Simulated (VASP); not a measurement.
# MnS (F-43m) in VASP: notebook

The runs below take MnS through vibrations by perturbation theory, single point, with PBEsol, PBEsol+U.

All numbers are computed with VASP 6.6.1; they aren't measurements. Logs are shortened: lines on timing, memory, paths and dates and some standing lists are left out, and cuts for length are marked.

## Step 1: The cell of the first run

It takes space group F-43m (No. 216, cubic). The conventional cell has a = 4.947 Å, b = 4.947 Å, c = 4.947 Å, α = 90.00°, β = 90.00°, γ = 90.00°. Within 2.8 Å of Mn (site symmetry -43m) lie 4 S at 2.14 Å. Within 2.8 Å of S (site symmetry -43m) lie 4 Mn at 2.14 Å.

## Step 2: Vibrations by perturbation theory, PBEsol, collinear spin, ferromagnetic start

File INCAR:

```
PREC = Accurate
ENCUT = 520
EDIFF = 1E-8
ISMEAR = -1
SIGMA = 0.05
LREAL = F
LASPH = T
NELM = 150
ALGO = Normal
ISIF = 2
LWAVE = F
LCHARG = F
ISPIN = 2
MAGMOM = 4 0
LORBIT = 11
LMAXMIX = 4
GGA = PS
NBANDS = 20
IBRION = 8
NSW = 1
```

File KPOINTS:

```
Automatic mesh
0
Gamma
  7 7 7
```

File POSCAR:

```
MnS
1.0
    0.0000000000      2.4734634191      2.4734634191
    2.4734634191      0.0000000000      2.4734634191
    2.4734634191      2.4734634191      0.0000000000
Mn S
1 1
Direct
    0.0000000000      0.0000000000      0.0000000000
    0.7500000000      0.7500000000      0.7500000000
```

Potentials or basis: VASP PAW PBE potentials, release 64 (Mn_pv, S).

The run is started by

```
$ cat potpaw_PBE.64/Mn_pv/POTCAR potpaw_PBE.64/S/POTCAR > POTCAR
$ mpirun -np 1 vasp_std > vasp.out
```

OUTCAR:

```text
PREC = Accurate
   ENCUT = 520
   EDIFF = 1E-8
   ISMEAR = -1
   LREAL = F
   LASPH = T
   NELM = 150
   ISIF = 2
   ISPIN = 2
   LORBIT = 11
   GGA = PS
   IBRION = 8
   NSW = 1

 ion  position               nearest neighbor table
   1  0.000  0.000  0.000-   2 2.14   2 2.14   2 2.14   2 2.14
   2  0.750  0.750  0.750-   1 2.14   1 2.14   1 2.14   1 2.14

  LATTYP: Found a face centered cubic cell.
 ALAT       =     4.9469268382

  Lattice vectors:

 A1 = (   0.0000000000,   2.4734634191,   2.4734634191)
 A2 = (   2.4734634191,   0.0000000000,   2.4734634191)
 A3 = (   2.4734634191,   2.4734634191,   0.0000000000)

Analysis of symmetry for initial positions (statically):
=====================================================================
 Subroutine PRICEL returns:
 Original cell was already a primitive cell.

 Routine SETGRP: Setting up the symmetry group for a
 face centered cubic supercell.

 Subroutine GETGRP returns: Found 24 space group operations
 (whereof 24 operations were pure point group operations)
 out of a pool of 48 trial point group operations.

The static configuration has the point symmetry T_d .

Analysis of symmetry for dynamics (positions and initial velocities):
=====================================================================
 Subroutine PRICEL returns:
 Original cell was already a primitive cell.

 Routine SETGRP: Setting up the symmetry group for a
 face centered cubic supercell.

 Subroutine GETGRP returns: Found 24 space group operations
 (whereof 24 operations were pure point group operations)
 out of a pool of 48 trial point group operations.

The dynamic configuration has the point symmetry T_d .

Analysis of structural, dynamic, and magnetic symmetry:
=====================================================================
 Subroutine PRICEL returns:
 Original cell was already a primitive cell.

 Routine SETGRP: Setting up the symmetry group for a
 face centered cubic supercell.

 Subroutine GETGRP returns: Found 24 space group operations
 (whereof 24 operations were pure point group operations)
 out of a pool of 48 trial point group operations.

The overall configuration has the point symmetry T_d .

 Subroutine INISYM returns: Found 24 space group operations
 (whereof 24 operations are pure point group operations),
 and found     1 'primitive' translations

----------------------------------------------------------------------------------------

                                     Primitive cell

  volume of cell :      30.2654

  direct lattice vectors                    reciprocal lattice vectors
     0.000000000  2.473463419  2.473463419    -0.202145702  0.202145702  0.202145702
     2.473463419  0.000000000  2.473463419     0.202145702 -0.202145702  0.202145702
     2.473463419  2.473463419  0.000000000     0.202145702  0.202145702 -0.202145702

  length of vectors
     3.498005513  3.498005513  3.498005513     0.350126627  0.350126627  0.350126627

  position of ions in fractional coordinates (direct lattice)
     0.000000000  0.000000000  0.000000000
     0.750000000  0.750000000  0.750000000

  ion indices of the primitive-cell ions
   primitive index   ion index
                 1           1
                 2           2

----------------------------------------------------------------------------------------

 KPOINTS: Automatic mesh

Automatic generation of k-mesh.
 Grid dimensions read from file:
 generate k-points for:    7    7    7

 Generating k-lattice:

  Cartesian coordinates                     Fractional coordinates (reciprocal lattice)
    -0.028877957  0.028877957  0.028877957     0.142857143  0.000000000  0.000000000
     0.028877957 -0.028877957  0.028877957     0.000000000  0.142857143  0.000000000
     0.028877957  0.028877957 -0.028877957     0.000000000  0.000000000  0.142857143

  Length of vectors
     0.050018090  0.050018090  0.050018090

  Shift w.r.t. Gamma in fractional coordinates (k-lattice)
     0.000000000  0.000000000  0.000000000

 Subroutine IBZKPT returns following result:
 ===========================================

 Found     20 irreducible k-points:

 Following reciprocal coordinates:
            Coordinates               Weight
  0.000000  0.000000  0.000000      1.000000
[... 50 lines left out ...]
   EMIN   =  10.00;   EMAX   =-10.00  energy-range for DOS
   EFERMI =   0.00;   METHOD = LEGACY
   ISMEAR =    -1;   SIGMA  =   0.05  broadening in eV -4-tet -1-fermi 0-gaus
   EFERMI_NEDOS =   21; number of points for ismear=-14 and -15
   IALGO  =     38    algorithm
   IMIX   =      4    mixing-type and parameters
     AMIX     =   0.40;   BMIX     =  1.00
     AMIX_MAG =   1.60;   BMIX_MAG =  1.00
  volume/ion in A,a.u.               =      15.13       102.12
  Fermi-wavevector in a.u.,A,eV,Ry     =   1.401771  2.648964 26.734947  1.964963
  Thomas-Fermi vector in A             =   2.524600
   LORBIT       =     11    0 simple, 1 ext, 2 COOP (PROOUT), +10 PAW based schemes
   GGA     = PS    functional components
   LHFCALC =     F    Hartree Fock is set to
   AEXX    =    0.0000 exact exchange contribution
   IVDW    =     0    specifies the selected vdW correction
   LEPSILON=     F    determine dielectric tensor
   LRPA    =     F    only Hartree local field effects (RPA)
 spin polarized calculation
  energy-cutoff  :      520.00
  volume of cell :       30.27
 maximum number of plane-waves:       869
 NGX is ok and might be reduce to    28
   NGX = 13   NGY = 13   NGZ = 13

--------------------------------------- Ionic step        1  -------------------------------------------

 number of electron      18.9999987 magnetization       0.2626789

 Free energy of the ion-electron system (eV)
  ---------------------------------------------------
  ext. energy  EPLUGINS =         0.00000000
  ---------------------------------------------------
  free energy    TOTEN  =       -14.76767848 eV

  energy without entropy =      -14.74685664  energy(sigma->0) =      -14.75726756

 E-fermi :   7.3199     XC(G=0): -11.4251

 val. band max:        7.3063571672   @ k =  -0.4286   0.2857   0.1429
 cond. band min:       7.3380104960   @ k =   0.4286   0.4286   0.0000
 fundamental gap:      0.0316533288
 Fermi energy:         7.3198904850

 spin component 1

 k-point     1 :       0.0000    0.0000    0.0000
  band No.  band energies     occupation
      1     -40.3791      1.00000
      2     -40.3791      1.00000
      3     -40.3791      1.00000
      4      -7.9777      1.00000
      5       2.5737      1.00000
      6       2.5737      1.00000
[... 436 lines left out ...]
      6       1.9911      1.00000
[... 12 lines left out ...]
     19      25.0513      0.00000
     20      25.5944      0.00000
 Fermi energy:         7.3198904850

 spin component 2

 k-point     1 :       0.0000    0.0000    0.0000
  band No.  band energies     occupation
      1     -40.1283      1.00000
      2     -40.1283      1.00000
      3     -40.1283      1.00000
      4      -7.9669      1.00000
      5       2.6431      1.00000
      6       2.6431      1.00000
[... 449 lines left out ...]
     19      25.0850      0.00000
     20      25.6196      0.00000

------------------------ aborting loop because EDIFF is reached ----------------------------------------

  FORCE on cell =-STRESS in cart. coord.  units (eV):
  Direction    XX          YY          ZZ          XY          YZ          ZX
  --------------------------------------------------------------------------------------
  -------------------------------------------------------------------------------------
  Total       -0.5118923     -0.5118923     -0.5118923      0.0000000      0.0000000      0.0000000
  in kB      -27.0983424    -27.0983424    -27.0983424      0.0000000      0.0000000      0.0000000
  external PRESSURE =     -27.0983424 kB  Pullay stress =       0.0000000 kB

 VOLUME and BASIS-vectors are now :
 -----------------------------------------------------------------------------
  energy-cutoff  :      520.00
  volume of cell :       30.27
      direct lattice vectors                 reciprocal lattice vectors
     0.000000000  2.473463419  2.473463419    -0.202145702  0.202145702  0.202145702
     2.473463419  0.000000000  2.473463419     0.202145702 -0.202145702  0.202145702
     2.473463419  2.473463419  0.000000000     0.202145702  0.202145702 -0.202145702

 POSITION                                       TOTAL-FORCE (eV/Angst)
 -----------------------------------------------------------------------------------
      0.00000      0.00000      0.00000        -0.000000     -0.000000     -0.000000
      3.71020      3.71020      3.71020         0.000000      0.000000      0.000000
 -----------------------------------------------------------------------------------
    total drift:                               -0.000001     -0.000001     -0.000001

  FREE ENERGIE OF THE ION-ELECTRON SYSTEM (eV)
  ---------------------------------------------------
  free  energy   TOTEN  =       -14.7676784766 eV

  energy  without entropy=      -14.7468566429  energy(sigma->0) =      -14.75726756

[... ionic steps 2 to 3 ...]

--------------------------------------- Ionic step        4  -------------------------------------------

------------------------ aborting loop because EDIFF is reached ----------------------------------------

[... ionic steps 5 to 6 ...]

--------------------------------------- Ionic step        7  -------------------------------------------

 Free energy of the ion-electron system (eV)
  ---------------------------------------------------
  ---------------------------------------------------
  free energy    TOTEN  =        -0.10132497 eV

  energy without entropy =       -0.10132498

------------------------ aborting loop because EDIFF is reached ----------------------------------------

 INTERNAL STRAIN TENSOR  FOR ION    2  DIRECTION 1   (eV/Angst):
 -----------------------------------------------------------------------------
    -0.00234  0.00000  0.00000
     0.00000  0.00084 14.17019
     0.00000 14.17019  0.00084

 INTERNAL STRAIN TENSOR FOR ION    2 for displacements in x,y,z  (eV/Angst):
          X           Y           Z          XY          YZ          ZX
  --------------------------------------------------------------------------------
  x     0.00000     0.00000     0.00000     0.00000    14.17019     0.00000
  y     0.00000     0.00000     0.00000     0.00000     0.00000    14.17019
  z     0.00000     0.00000     0.00000    14.17019     0.00000     0.00000

 SECOND DERIVATIVES (NOT SYMMETRIZED)
 ------------------------------------
               1X          1Y          1Z          2X          2Y          2Z
  1X   -13.153327    0.000000    0.000000   13.153327    0.000000    0.000000
  1Y     0.000000  -13.153327    0.000000    0.000000   13.153327    0.000000
  1Z     0.000000    0.000000  -13.153327    0.000000    0.000000   13.153327
  2X    13.177109    0.000000    0.000000  -13.177109    0.000000    0.000000
  2Y     0.000000   13.177109    0.000000    0.000000  -13.177109    0.000000
  2Z     0.000000    0.000000   13.177109    0.000000    0.000000  -13.177109

 Eigenvectors and eigenvalues of the dynamical matrix
 ----------------------------------------------------

   1 f  =   12.607447 THz    79.214924 2PiTHz  420.539154 cm-1    52.140186 meV
             X         Y         Z           dx          dy          dz
      0.000000  0.000000  0.000000     0.019724   -0.606084   -0.020280
      3.710195  3.710195  3.710195    -0.025840    0.794033    0.026569
[... 21 lines left out ...]
   6 f/i=    0.005492 THz     0.034507 2PiTHz    0.183191 cm-1     0.022713 meV
             X         Y         Z           dx          dy          dz
      0.000000  0.000000  0.000000    -0.317813    0.724523    0.076969
      3.710195  3.710195  3.710195    -0.242586    0.553026    0.058750

--------------------------------------------------------------------------------------------------------

 ELASTIC MODULI CONTR FROM IONIC RELAXATION (kBar)
 Direction    XX          YY          ZZ          XY          YZ          ZX
 --------------------------------------------------------------------------------
 XX          -0.0000     -0.0000     -0.0000     -0.0000     -0.0000      0.0000
 YY          -0.0000     -0.0000     -0.0000     -0.0000     -0.0000     -0.0000
 ZZ          -0.0000     -0.0000     -0.0000     -0.0000     -0.0000      0.0000
 XY          -0.0000     -0.0000     -0.0000   -747.9546      0.0000      0.0000
 YZ          -0.0000     -0.0000     -0.0000      0.0000   -747.9546      0.0000
 ZX           0.0000     -0.0000      0.0000      0.0000      0.0000   -747.9546
 --------------------------------------------------------------------------------

 total charge

# of ion       s       p       d       tot
------------------------------------------
    1        0.355   6.317   5.371  12.043
    2        1.315   2.402   0.000   3.717
--------------------------------------------------
tot          1.671   8.719   5.371  15.760

 magnetization (x)

# of ion       s       p       d       tot
------------------------------------------
    1        0.008   0.004   0.242   0.254
    2       -0.001  -0.007   0.000  -0.008
--------------------------------------------------
tot          0.007  -0.003   0.242   0.246
```

Run time: 2.9 min. Hardware: 1 thread of Intel Xeon 6975P-C (Granite Rapids), shared host; peak memory 0.31 GiB.

What came out:

```
Net moment                                              : 0.26 μB per cell
Site moments                                            : Mn +0.25; S -0.01 μB
Valence electrons inside the program's atomic spheres   : Mn 12.04; S 3.72
Highest phonon frequency at Γ, LO-TO splitting left out : 421 cm⁻¹
```

Phonon frequencies in cm⁻¹ (negative: imaginary):
| q point | frequencies |
| --- | --- |
| (0.000, 0.000, 0.000) | 0 0 0 421 421 421 |

Caveat: the cell stands under pressure or tension, which shifts response properties; the PAW data sets were made with another functional, which shifts forces and pressure a little.

(Part 1 of 2 ends here.)
